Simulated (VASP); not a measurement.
# WSeS (P-3m1) in VASP: notebook

WSeS is run at these levels: LDA; tasks: single point.

Everything below comes from runs of VASP 6.6.1. Logs are shortened: lines on timing, memory, paths and dates and some standing lists are left out, and cuts for length are marked.

**1. The cell of the first run**

Symmetry: P-3m1, No. 164, trigonal system. Conventional cell: a = 3.305 Å, b = 3.305 Å, c = 13.694 Å, α = 90.00°, β = 90.00°, γ = 120.00°. W (site symmetry 3m) has 3 S at 2.46 Å and 3 Se at 2.57 Å and 6 W at 3.30 Å within 3.4 Å. Se (site symmetry 3m) has 3 W at 2.57 Å and 1 S at 3.28 Å and 6 Se at 3.30 Å within 3.4 Å. S (site symmetry 3m) has 3 W at 2.46 Å and 1 Se at 3.28 Å and 6 S at 3.30 Å within 3.4 Å.

**2. Single point, LDA**

File INCAR:

```
  PREC = Accurate
  ENCUT = 520
  EDIFF = 1E-7
  ISMEAR = 1
  SIGMA = 0.1
  LREAL = False
  LASPH = True
  NELM = 60
  ALGO = Normal
  ISIF = 2
  LWAVE = False
  LCHARG = False
  NBANDS = 35
```

File KPOINTS:

```
regular mesh
0
Gamma
  8 8 2
```

File POSCAR:

```
WSeS
1.0
    3.3048600428      0.0000000000      0.0000000000
   -1.6524305302      2.8620923742      0.0000000000
    0.0000000000      0.0000000000     13.6938979847
W Se S
2 2 2
Direct
    0.3333333333      0.6666666667      0.2568470000
    0.6666666667      0.3333333333      0.7431530000
    0.3333333333      0.6666666667      0.8692760000
    0.6666666667      0.3333333333      0.1307240000
    0.6666666667      0.3333333333      0.3702380000
    0.3333333333      0.6666666667      0.6297620000
```

Potentials or basis: VASP PAW LDA potentials, release 64 (W_sv, Se, S).

On the command line:

```console
cat potpaw_LDA.64/W_sv/POTCAR potpaw_LDA.64/Se/POTCAR potpaw_LDA.64/S/POTCAR > POTCAR
mpirun -np 1 vasp_std > vasp.out
```

OUTCAR:

```text
PREC = Accurate
   ENCUT = 520
   EDIFF = 1E-7
   ISMEAR = 1
   LREAL = False
   LASPH = True
   NELM = 60
   ISIF = 2

 ion  position               nearest neighbor table
   1  0.333  0.667  0.257-   5 2.46   5 2.46   5 2.46   4 2.57   4 2.57   4 2.57
   2  0.667  0.333  0.743-   6 2.46   6 2.46   6 2.46   3 2.57   3 2.57   3 2.57
   3  0.333  0.667  0.869-   2 2.57   2 2.57   2 2.57
   4  0.667  0.333  0.131-   1 2.57   1 2.57   1 2.57
   5  0.667  0.333  0.370-   1 2.46   1 2.46   1 2.46
   6  0.333  0.667  0.630-   2 2.46   2 2.46   2 2.46

  LATTYP: Found a hexagonal cell.
 ALAT       =     3.3048600428
 C/A-ratio  =     4.1435636630

  Lattice vectors:

 A1 = (   3.3048600428,   0.0000000000,   0.0000000000)
 A2 = (  -1.6524305302,   2.8620923742,   0.0000000000)
 A3 = (   0.0000000000,   0.0000000000,  13.6938979847)

Analysis of symmetry for initial positions (statically):
=====================================================================
 Subroutine PRICEL returns:
 Original cell was already a primitive cell.

 Routine SETGRP: Setting up the symmetry group for a
 hexagonal supercell.

 Subroutine GETGRP returns: Found 12 space group operations
 (whereof 12 operations were pure point group operations)
 out of a pool of 24 trial point group operations.

The static configuration has the point symmetry D_3d.

Analysis of symmetry for dynamics (positions and initial velocities):
=====================================================================
 Subroutine PRICEL returns:
 Original cell was already a primitive cell.

 Routine SETGRP: Setting up the symmetry group for a
 hexagonal supercell.

 Subroutine GETGRP returns: Found 12 space group operations
 (whereof 12 operations were pure point group operations)
 out of a pool of 24 trial point group operations.

The dynamic configuration has the point symmetry D_3d.

 Subroutine INISYM returns: Found 12 space group operations
 (whereof 12 operations are pure point group operations),
 and found     1 'primitive' translations

----------------------------------------------------------------------------------------

                                     Primitive cell

  volume of cell :     129.5280

[... 89 lines left out ...]
   ENCUT  =  520.0 eV  38.22 Ry    6.18 a.u.   6.14  6.14 25.46*2*pi/ulx,y,z
   NELM   =     60;   NELMIN=  2; NELMDL= -5     # of ELM steps
   EDIFF  = 0.1E-06   stopping-criterion for ELM
   LREAL  =      F    real-space projection
   EDIFFG = 0.1E-05   stopping-criterion for IOM
   NSW    =      0    number of steps for IOM
   IBRION =     -1    ionic relax: 0-MD 1-quasi-New 2-CG
   NFREE  =      0    steps in history (QN), initial steepest desc. (CG)
   ISIF   =      2    stress and relaxation
   ISYM   =      2    0-nonsym 1-usesym 2-fastsym
   POTIM  = 0.5000    time-step for ionic-motion
   TEBEG  =    0.0;   TEEND  =   0.0 temperature during run
   PSTRESS=    0.0 pullay stress
   NELECT =      52.0000    total number of electrons
   NUPDOWN=      -1.0000    fix difference up-down
   EMIN   =  10.00;   EMAX   =-10.00  energy-range for DOS
   EFERMI =   0.00;   METHOD = LEGACY
   ISMEAR =     1;   SIGMA  =   0.10  broadening in eV -4-tet -1-fermi 0-gaus
   EFERMI_NEDOS =   21; number of points for ismear=-14 and -15
   IALGO  =     38    algorithm
   IMIX   =      4    mixing-type and parameters
     AMIX     =   0.40;   BMIX     =  1.00
     AMIX_MAG =   1.60;   BMIX_MAG =  1.00
  volume/ion in A,a.u.               =      21.59       145.68
  Fermi-wavevector in a.u.,A,eV,Ry     =   1.207688  2.282199 19.844231  1.458510
  Thomas-Fermi vector in A             =   2.343318
   LORBIT       =      0    0 simple, 1 ext, 2 COOP (PROOUT), +10 PAW based schemes
   GGA     = CA    functional components
   LHFCALC =     F    Hartree Fock is set to
   AEXX    =    0.0000 exact exchange contribution
   IVDW    =     0    specifies the selected vdW correction
   LEPSILON=     F    determine dielectric tensor
   LRPA    =     F    only Hartree local field effects (RPA)
 non-spin polarized calculation
 Methfessel and Paxton  Order N= 1 SIGMA  =   0.10
  energy-cutoff  :      520.00
  volume of cell :      129.53
 maximum number of plane-waves:      3520
 NGX is ok and might be reduce to    28
   NGX = 13   NGY = 13   NGZ = 51

 number of electron      51.9999998 magnetization

 Free energy of the ion-electron system (eV)
  ---------------------------------------------------
  ext. energy  EPLUGINS =         0.00000000
  ---------------------------------------------------
  free energy    TOTEN  =       -49.99644580 eV

  energy without entropy =      -49.99652261  energy(sigma->0) =      -49.99647140

 E-fermi :   5.2984     XC(G=0): -10.3927

 val. band max:        5.2206586820   @ k =   0.0000   0.0000   0.0000
 cond. band min:       6.3924237245   @ k =   0.2500   0.1250   0.0000
 fundamental gap:      1.1717650425
 Fermi energy:         5.2983707285

 k-point     1 :       0.0000    0.0000    0.0000
  band No.  band energies     occupation
      1     -68.8367      2.00000
      2     -68.8367      2.00000
      3     -33.2833      2.00000
      4     -33.2833      2.00000
      5     -33.1822      2.00000
      6     -33.1822      2.00000
[... 749 lines left out ...]
     34       9.4682      0.00000
     35      10.5800      0.00000

------------------------ aborting loop because EDIFF is reached ----------------------------------------

  FORCE on cell =-STRESS in cart. coord.  units (eV):
  Direction    XX          YY          ZZ          XY          YZ          ZX
  --------------------------------------------------------------------------------------
  -------------------------------------------------------------------------------------
  Total       -9.0079283     -9.0079259     -8.2757293      0.0000016     -0.0000000      0.0000000
  in kB     -111.4221918   -111.4221623   -102.3653684      0.0000198     -0.0000000      0.0000000
  external PRESSURE =    -108.4032408 kB  Pullay stress =       0.0000000 kB

 VOLUME and BASIS-vectors are now :
 -----------------------------------------------------------------------------
  energy-cutoff  :      520.00
  volume of cell :      129.53
      direct lattice vectors                 reciprocal lattice vectors
     3.304860043  0.000000000  0.000000000     0.302584674  0.174697420  0.000000000
    -1.652430530  2.862092374  0.000000000     0.000000000  0.349394733  0.000000000
     0.000000000  0.000000000 13.693897985     0.000000000  0.000000000  0.073025226

 POSITION                                       TOTAL-FORCE (eV/Angst)
 -----------------------------------------------------------------------------------
     -0.00000      1.90806      3.51724        -0.000000      0.000000      0.046377
      1.65243      0.95403     10.17666         0.000000     -0.000000     -0.046377
     -0.00000      1.90806     11.90378         0.000000     -0.000000     -1.039643
      1.65243      0.95403      1.79012        -0.000000      0.000000      1.039643
      1.65243      0.95403      5.07000         0.000000     -0.000000     -1.094341
     -0.00000      1.90806      8.62390         0.000000      0.000000      1.094341
 -----------------------------------------------------------------------------------
    total drift:                                0.000000     -0.000000      0.000000

  FREE ENERGIE OF THE ION-ELECTRON SYSTEM (eV)
  ---------------------------------------------------
  free  energy   TOTEN  =       -49.9964457998 eV

  energy  without entropy=      -49.9965226124  energy(sigma->0) =      -49.99647140
```

stdout:

```text
POSCAR found type information on POSCAR W SeS
 POSCAR found :  3 types and       6 ions
 scaLAPACK will be used
 LDA part: xc-table for (Slater(with rela. corr.)+CA(PZ))
 , standard interpolation
 POSCAR, INCAR and KPOINTS ok, starting setup
 FFT: planning ... GRIDC
 FFT: planning ... GRID_SOFT
 FFT: planning ... GRID
 WAVECAR not read
 entering main loop
```

It took 2.8 min on 1 thread of Intel Xeon 8259CL, shared host; peak memory 0.27 GiB.

What came out:

- Free energy: -49.9964 eV
- Pressure: -10.8 GPa
- Largest force: 1.094 eV/Å
- Band gap on the k mesh: 1.17 eV (least direct gap 1.86 eV)

Forces on the atoms (eV/Å):
```
W    0.000  0.000  0.046
W    0.000  0.000 -0.046
Se   0.000  0.000 -1.040
Se   0.000  0.000  1.040
S    0.000  0.000 -1.094
S    0.000  0.000  1.094
```

Caveat: the cell stands under tension; spin-orbit coupling is left out, which moves the levels of the heavy elements; forces of over 1 eV/Å act on the atoms, so gaps and moduli don't describe the material at rest. A k mesh can miss the band edges.

**3. Single point, LDA**

This run uses another cell than the first one, of 22.13 Å³/atom.

File INCAR:

```
ALGO = Normal ; EDIFF = 1E-6
ENCUT = 520 ; ISIF = 2
ISMEAR = 1 ; LASPH = T
LCHARG = T ; LELF = T
LREAL = F ; LVHAR = T
LWAVE = F ; NBANDS = 35
NELM = 60 ; PREC = Accurate
SIGMA = 0.1
```

File KPOINTS:

```
k-points
0
Gamma
  8 8 2
```

POSCAR: that of step 2 with these lines changed.

```diff
@@ -2,5 +2,5 @@
 1.0
-    3.3048600428      0.0000000000      0.0000000000
-   -1.6524305302      2.8620923742      0.0000000000
-    0.0000000000      0.0000000000     13.6938979847
+    3.3325170613      0.0000000000      0.0000000000
+   -1.6662590436      2.8860440516      0.0000000000
+    0.0000000000      0.0000000000     13.8084966012
 W Se S
```

Potentials or basis: VASP PAW LDA potentials, release 64 (W_sv, Se, S).

On the command line:

```console
cat potpaw_LDA.64/W_sv/POTCAR potpaw_LDA.64/Se/POTCAR potpaw_LDA.64/S/POTCAR > POTCAR
mpirun -np 1 vasp_std > vasp.out
```

Run time: 2.8 min. Hardware: 1 thread of Intel Xeon 8259CL, shared host; peak memory 0.28 GiB.

The run converged. Its results:

| Item | Value |
| --- | --- |
| Free energy | -49.7505 eV |
| Pressure | -13.2 GPa |
| Largest force | 1.438 eV/Å |
| Band gap on the k mesh | 1.17 eV (least direct gap 1.80 eV) |

Forces on the atoms (eV/Å):
```
W    0.000  0.000  0.037
W    0.000  0.000 -0.037
Se   0.000  0.000 -1.389
Se   0.000  0.000  1.389
S    0.000  0.000 -1.438
S    0.000  0.000  1.438
```

Stress tensor (GPa, compression positive):
```
-13.40   0.00   0.00
  0.00 -13.40   0.00
  0.00   0.00 -12.84
```

Levels at points of the mesh, in eV from the valence-band top:
```tsv
k point	band 23	band 24	band 25	band 26	band 27	band 28	band 29	band 30
(0.00, 0.00, 0.00)	-1.61	-1.61	-0.68	0.00	2.29	2.29	2.31	2.31
(0.50, 0.00, 0.00)	-1.45	-1.36	-1.21	-1.13	1.94	1.95	2.22	2.34
(0.00, 0.00, 0.50)	-1.61	-1.61	-0.38	-0.09	2.29	2.29	2.31	2.31
(0.50, 0.00, 0.50)	-1.42	-1.39	-1.19	-1.15	1.94	1.95	2.27	2.31
```

Caveat: the cell stands under tension; spin-orbit coupling is left out, which moves the levels of the heavy elements; forces of over 1 eV/Å act on the atoms, so gaps and moduli don't describe the material at rest.
